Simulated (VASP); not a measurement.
# Mg: relaxation of shape and atoms at fixed volume with PBE

Crystal: Mg.

```xyz
2
Lattice="2.7069 0.0000 0.0000 -1.3534 2.3442 0.0000 0.0000 0.0000 4.3398" Properties=species:S:1:pos:R:3 pbc="T T T"
Mg    0.0000    1.5628    1.0850
Mg    1.3534    0.7814    3.2549
```

* Program: VASP 6.6.1
* Task: relaxation of shape and atoms at fixed volume
* Functional: PBE
* Potentials or basis: VASP PAW PBE potentials, release 64 (Mg)
* Cutoff: 600 eV
* k mesh: 15 × 15 × 8
* Occupations: fermi-dirac, width 0.1 eV
* Spin: no spin polarisation
* Dipole correction: no
* Further INCAR settings: ALGO = Normal; EDIFF = 1e-06; IBRION = 2; EDIFFG = -0.005; NSW = 50; ISIF = 4

```json
{
 "Energy gained by relaxing": "0.1 meV/atom",
 "Ionic steps": "2",
 "Pressure after relaxing": "50.4 GPa",
 "Band gap on the k mesh": "zero (bands 2 and 3 overlap by 2.17 eV)"
}
```

Step by step:
```tsv
step	energy change (eV)	largest force (eV/Å)	pressure (GPa)	volume (Å³)
1	0.0000	0.0000	50.36	27.54
2	-0.0003	0.0000	50.35	27.54
```

Final structure:
```yaml
crystal:
  lattice:
    - [2.70280, 0.00000, 0.00000]
    - [-1.35140, 2.34069, 0.00000]
    - [0.00000, 0.00000, 4.35301]
  atoms:
    - { symbol: Mg, position: [0.33333, 0.66667, 0.25000] }
    - { symbol: Mg, position: [0.66667, 0.33333, 0.75000] }
```

Levels at points of the mesh, in eV from the Fermi level:
| k point | band 1 | band 2 | band 3 | band 4 | band 5 | band 6 |
| --- | --- | --- | --- | --- | --- | --- |
| (0.00, 0.00, 0.00) | -9.42 | -2.46 | -1.15 | 14.08 | 14.08 | 15.21 |
| (0.00, 0.00, 0.50) | -7.45 | -7.45 | 6.88 | 6.88 | 14.90 | 14.90 |

Wall time 13 s on 1 thread of Intel(R) Xeon(R) 6975P-C (Granite Rapids), with other jobs on the host, peak memory 0.17 GiB.
